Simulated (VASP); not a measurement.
# Hf (I4_1/amd) in VASP: notebook, part 2 of 2

VASP 6.6.1.

**4. Single point, PBE (volume scaled by 0.4)**

File INCAR:

```
SYSTEM = Hf
PREC     = Accurate       ! precision mode
ENCUT    = 520            ! plane-wave cutoff, eV
EDIFF    = 1E-7           ! SCF threshold, eV
ISMEAR   = -1             ! smearing method
SIGMA    = 0.05           ! smearing width, eV
LREAL    = .FALSE.        ! projectors in reciprocal space
LASPH    = .TRUE.         ! aspherical terms in the spheres
NELM     = 100            ! most SCF steps
ALGO     = Normal         ! electronic algorithm
ISIF     = 2              ! what is computed and relaxed
LWAVE    = .FALSE.        ! write WAVECAR
LCHARG   = .FALSE.        ! write CHGCAR
GGA      = PE             ! functional
NBANDS   = 17             ! bands
```

File KPOINTS:

```
Automatic mesh
0
G
  14 14 14
  0 0 0
```

File POSCAR:

```
Hf
1.0
   -2.0425312873      2.0425312873      1.1175794172
    2.0425312873     -2.0425312873      1.1175794172
    2.0425312873      2.0425312873     -1.1175794172
Hf
2
Direct
   -0.3750000000     -0.1250000000     -0.2500000000
    0.3750000000      0.1250000000      0.2500000000
```

Potentials or basis: VASP PAW PBE potentials, release 64 (Hf_pv).

On the command line:

```
$ cat potpaw_PBE.64/Hf_pv/POTCAR > POTCAR
$ mpirun -np 1 vasp_std > vasp.out
```

OUTCAR:

```text
SYSTEM = Hf
   PREC = Accurate
   ENCUT = 520
   EDIFF = 1E-7
   ISMEAR = -1
   LREAL = .FALSE.
   LASPH = .TRUE.
   NELM = 100
   ISIF = 2
   GGA = PE

 ion  position               nearest neighbor table
   1  0.625  0.875  0.750-   2 2.12   2 2.12   2 2.12   2 2.12   2 2.64   2 2.64   2 2.64   2 2.64
                             2 3.46   2 3.46
   2  0.375  0.125  0.250-   1 2.12   1 2.12   1 2.12   1 2.12   1 2.64   1 2.64   1 2.64   1 2.64
                             1 3.46   1 3.46

  LATTYP: Found a body centered tetragonal cell.
 ALAT       =     4.0850625746
 C/A-ratio  =     0.5471541240

  Lattice vectors:

 A1 = (  -2.0425312873,   2.0425312873,   1.1175794172)
 A2 = (   2.0425312873,  -2.0425312873,   1.1175794172)
 A3 = (   2.0425312873,   2.0425312873,  -1.1175794172)

Analysis of symmetry for initial positions (statically):
=====================================================================
 Subroutine PRICEL returns:
 Original cell was already a primitive cell.

 Routine SETGRP: Setting up the symmetry group for a
 body centered tetragonal supercell.

 Subroutine GETGRP returns: Found 16 space group operations
 (whereof  4 operations were pure point group operations)
 out of a pool of 16 trial point group operations.

The static configuration has the point symmetry C_2h.
 The point group associated with its full space group is D_4h.

Analysis of symmetry for dynamics (positions and initial velocities):
=====================================================================
 Subroutine PRICEL returns:
 Original cell was already a primitive cell.

 Routine SETGRP: Setting up the symmetry group for a
 body centered tetragonal supercell.

 Subroutine GETGRP returns: Found 16 space group operations
 (whereof  4 operations were pure point group operations)
 out of a pool of 16 trial point group operations.

The dynamic configuration has the point symmetry C_2h.
 The point group associated with its full space group is D_4h.

 Subroutine INISYM returns: Found 16 space group operations
 (whereof  4 operations are pure point group operations),
 and found     1 'primitive' translations

----------------------------------------------------------------------------------------

                                     Primitive cell

  volume of cell :      18.6499

  direct lattice vectors                    reciprocal lattice vectors
    -2.042531287  2.042531287  1.117579417     0.000000000  0.244794292  0.447395498
     2.042531287 -2.042531287  1.117579417     0.244794292  0.000000000  0.447395498
     2.042531287  2.042531287 -1.117579417     0.244794292  0.244794292  0.000000000

  length of vectors
     3.097232938  3.097232938  3.097232938     0.509987232  0.509987232  0.346191407

  position of ions in fractional coordinates (direct lattice)
     0.625000000  0.875000000  0.750000000
     0.375000000  0.125000000  0.250000000

  ion indices of the primitive-cell ions
   primitive index   ion index
                 1           1
                 2           2

----------------------------------------------------------------------------------------

 KPOINTS: Automatic mesh

Automatic generation of k-mesh.
 Grid dimensions read from file:
 generate k-points for:   14   14   14

 Generating k-lattice:

  Cartesian coordinates                     Fractional coordinates (reciprocal lattice)
     0.000000000  0.017485307  0.031956821     0.071428571  0.000000000  0.000000000
     0.017485307  0.000000000  0.031956821     0.000000000  0.071428571  0.000000000
     0.017485307  0.017485307  0.000000000     0.000000000  0.000000000  0.071428571

  Length of vectors
     0.036427659  0.036427659  0.024727958

  Shift w.r.t. Gamma in fractional coordinates (k-lattice)
     0.000000000  0.000000000  0.000000000

 Subroutine IBZKPT returns following result:
 ===========================================

 Found    244 irreducible k-points:

 Following reciprocal coordinates:
            Coordinates               Weight
  0.000000  0.000000  0.000000      1.000000
  0.071429  0.000000 -0.000000      8.000000
  0.142857  0.000000 -0.000000      8.000000
  0.214286  0.000000 -0.000000      8.000000
  0.285714  0.000000 -0.000000      8.000000
  0.357143  0.000000 -0.000000      8.000000
[... 16 lines left out ...]
  0.214286  0.142857 -0.000000     16.000000
  0.285714  0.142857 -0.000000     16.000000
 [... further k-points ...]
   k-points           NKPTS =    244   k-points in BZ     NKDIM =    244   number of bands    NBANDS=     17
   number of dos      NEDOS =    301   number of ions     NIONS =      2
   total plane-waves  NPLWV =  13824
   dimension x,y,z NGX =    24 NGY =   24 NGZ =   24
   dimension x,y,z NGXF=    48 NGYF=   48 NGZF=   48
   ions per type =               2
   NGX,Y,Z   is equivalent  to a cutoff of  12.88, 12.88, 12.88 a.u.
   NGXF,Y,Z  is equivalent  to a cutoff of  25.76, 25.76, 25.76 a.u.
 SYSTEM =  Hf
   PREC   = accura    normal or accurate (medium, high low for compatibility)
   ISTART =      0    job   : 0-new  1-cont  2-samecut
   ICHARG =      2    charge: 1-file 2-atom 10-const
   ISPIN  =      1    spin polarized calculation?
   LNONCOLLINEAR =      F non collinear calculations
   LSORBIT =      F    spin-orbit coupling
   LASPH  =      T    aspherical Exc in radial PAW
   ENCUT  =  520.0 eV  38.22 Ry    6.18 a.u.   5.76  5.76  5.76*2*pi/ulx,y,z
   NELM   =    100;   NELMIN=  2; NELMDL= -5     # of ELM steps
   EDIFF  = 0.1E-06   stopping-criterion for ELM
   LREAL  =      F    real-space projection
   EDIFFG = 0.1E-05   stopping-criterion for IOM
   NSW    =      0    number of steps for IOM
   IBRION =     -1    ionic relax: 0-MD 1-quasi-New 2-CG
   NFREE  =      0    steps in history (QN), initial steepest desc. (CG)
   ISIF   =      2    stress and relaxation
   ISYM   =      2    0-nonsym 1-usesym 2-fastsym
   POTIM  = 0.5000    time-step for ionic-motion
   TEBEG  =    0.0;   TEEND  =   0.0 temperature during run
   PSTRESS=    0.0 pullay stress
   NELECT =      20.0000    total number of electrons
   NUPDOWN=      -1.0000    fix difference up-down
   EMIN   =  10.00;   EMAX   =-10.00  energy-range for DOS
   EFERMI =   0.00;   METHOD = LEGACY
   ISMEAR =    -1;   SIGMA  =   0.05  broadening in eV -4-tet -1-fermi 0-gaus
   EFERMI_NEDOS =   21; number of points for ismear=-14 and -15
   IALGO  =     38    algorithm
   IMIX   =      4    mixing-type and parameters
     AMIX     =   0.40;   BMIX     =  1.00
     AMIX_MAG =   1.60;   BMIX_MAG =  1.00
  volume/ion in A,a.u.               =       9.32        62.93
  Fermi-wavevector in a.u.,A,eV,Ry     =   1.675687  3.166589 38.204163  2.807927
  Thomas-Fermi vector in A             =   2.760262
   LORBIT       =      0    0 simple, 1 ext, 2 COOP (PROOUT), +10 PAW based schemes
   GGA     = PE    functional components
   LHFCALC =     F    Hartree Fock is set to
   AEXX    =    0.0000 exact exchange contribution
   IVDW    =     0    specifies the selected vdW correction
   LEPSILON=     F    determine dielectric tensor
   LRPA    =     F    only Hartree local field effects (RPA)
 non-spin polarized calculation
  energy-cutoff  :      520.00
  volume of cell :       18.65
 maximum number of plane-waves:       511
   NGX = 11   NGY = 11   NGZ = 11

 number of electron      20.0000000 magnetization

 Free energy of the ion-electron system (eV)
  ---------------------------------------------------
  ext. energy  EPLUGINS =         0.00000000
  ---------------------------------------------------
  free energy    TOTEN  =        -0.15855242 eV

  energy without entropy =       -0.15076003  energy(sigma->0) =       -0.15465623

 E-fermi :  12.7141     XC(G=0): -15.9472

 val. band max:       12.7035140946   @ k =  -0.2857  -0.3571   0.2143
 cond. band min:      12.7162899876   @ k =  -0.3571  -0.3571   0.0714
 fundamental gap:      0.0127758929
 Fermi energy:        12.7141383114

 k-point     1 :       0.0000    0.0000    0.0000
  band No.  band energies     occupation
      1     -21.8515      2.00000
      2     -21.8515      2.00000
      3     -14.4005      2.00000
      4     -14.2901      2.00000
      5     -14.1412      2.00000
      6     -14.1412      2.00000
[... 9 lines left out ...]
     16      26.9400      0.00000
     17      27.7178      0.00000
[... 441 lines left out ...]
 k-point    24 :       0.2857    0.1429   -0.0000
  band No.  band energies     occupation
      1     -22.3297      2.00000
      2     -20.9393      2.00000
      3     -20.4389      2.00000
      4     -19.0941      2.00000
      5     -15.1504      2.00000
      6     -14.3524      2.00000
[... 9 lines left out ...]
     16      26.9788      0.00000
     17      27.4825      0.00000

 [... further k-points ...]
[... 5 lines left out ...]
  --------------------------------------------------------------------------------------
  -------------------------------------------------------------------------------------
  Total       54.5370287     54.5370287     54.9941948     -0.0000000      0.0000000      0.0000000
  in kB     4685.1794918   4685.1794918   4724.4538241     -0.0000000      0.0000000      0.0000000
  external PRESSURE =    4698.2709359 kB  Pullay stress =       0.0000000 kB

 VOLUME and BASIS-vectors are now :
 -----------------------------------------------------------------------------
  energy-cutoff  :      520.00
  volume of cell :       18.65
      direct lattice vectors                 reciprocal lattice vectors
    -2.042531287  2.042531287  1.117579417     0.000000000  0.244794292  0.447395498
     2.042531287 -2.042531287  1.117579417     0.244794292  0.000000000  0.447395498
     2.042531287  2.042531287 -1.117579417     0.244794292  0.244794292  0.000000000

 POSITION                                       TOTAL-FORCE (eV/Angst)
 -----------------------------------------------------------------------------------
      2.04253      1.02127      0.83818        -0.000000      0.000000     -0.000000
      0.00000      1.02127      0.27939         0.000000     -0.000000      0.000000
 -----------------------------------------------------------------------------------
    total drift:                               -0.000000      0.000000      0.000000

  FREE ENERGIE OF THE ION-ELECTRON SYSTEM (eV)
  ---------------------------------------------------
  free  energy   TOTEN  =        -0.1585524203 eV

  energy  without entropy=       -0.1507600305  energy(sigma->0) =       -0.15465623
```

It took 22 s on 1 thread of Intel Xeon 6975P-C (Granite Rapids), shared host; peak memory 0.19 GiB.

What came out:

```
Free energy            : -0.1586 eV
Pressure               : 469.8 GPa
Band gap on the k mesh : zero (band 10 reaches 14.52 eV, above the bottom of band 11 at 9.80 eV)
```

Levels at points of the mesh, in eV from the Fermi level:
| k point | band 8 | band 9 | band 10 | band 11 | band 12 | band 13 |
| --- | --- | --- | --- | --- | --- | --- |
| (0.00, 0.00, 0.00) | -7.22 | -4.65 | -3.31 | -2.07 | 5.20 | 5.20 |
| (0.50, 0.00, 0.00) | -6.98 | -3.96 | 0.30 | 0.99 | 4.13 | 5.44 |
| (0.50, 0.50, 0.00) | -5.07 | -1.90 | -1.90 | 3.58 | 3.58 | 7.36 |
| (0.50, 0.50, 0.50) | -4.31 | -0.55 | -0.55 | 4.52 | 4.52 | 5.30 |

Caveat: the cell differs from its parent crystal (volume scaled by 0.4); spin-orbit coupling is left out, which moves the levels of the heavy elements.

**5. Single point, PBE**

This run uses another cell than the first one, of 10.49 Å³/atom, 1.125 times its volume.

File INCAR:

```
ALGO = Normal
EDIFF = 1E-6
ENCUT = 520
GGA = PE
ISIF = 2
ISMEAR = -1
LASPH = True
LCHARG = False
LREAL = False
LWAVE = False
NBANDS = 17
NELM = 100
PREC = Accurate
SIGMA = 0.05
```

File KPOINTS:

```
k-points
0
Gamma
  14 14 14
```

File POSCAR:

```
Hf
1.0
   -2.1233267758      2.1233267758      1.1634150560
    2.1233267758     -2.1233267758      1.1634150560
    2.1233267758      2.1233267758     -1.1634150560
Hf
2
Direct
   -0.3750000000     -0.1250000000     -0.2500000000
    0.3750000000      0.1250000000      0.2500000000
```

On the command line:

```
$ cat potpaw_PBE.64/Hf_pv/POTCAR > POTCAR
$ mpirun -np 1 vasp_std > vasp.out
```

It took 20 s on 1 thread of Intel Xeon 6975P-C (Granite Rapids), shared host; peak memory 0.19 GiB.

Results (log left out):

```
Free energy            : -5.7942 eV
Pressure               : 316.9 GPa
Band gap on the k mesh : zero (band 10 reaches 12.70 eV, above the bottom of band 11 at 8.87 eV)
```

Stress tensor (GPa, compression positive):
```
316.14   0.00   0.00
  0.00 316.14   0.00
  0.00   0.00 318.55
```

Levels at points of the mesh, in eV from the Fermi level:
```csv
k point,band 8,band 9,band 10,band 11,band 12,band 13
"(0.00, 0.00, 0.00)",-7.56,-3.77,-2.69,-1.35,5.24,5.24
"(0.50, 0.00, 0.00)",-5.98,-3.20,0.17,1.43,3.92,5.46
"(0.50, 0.50, 0.00)",-4.42,-1.65,-1.65,3.08,3.08,6.11
"(0.50, 0.50, 0.50)",-4.08,-0.33,-0.33,3.90,3.90,5.22
```

Caveat: spin-orbit coupling is left out, which moves the levels of the heavy elements.
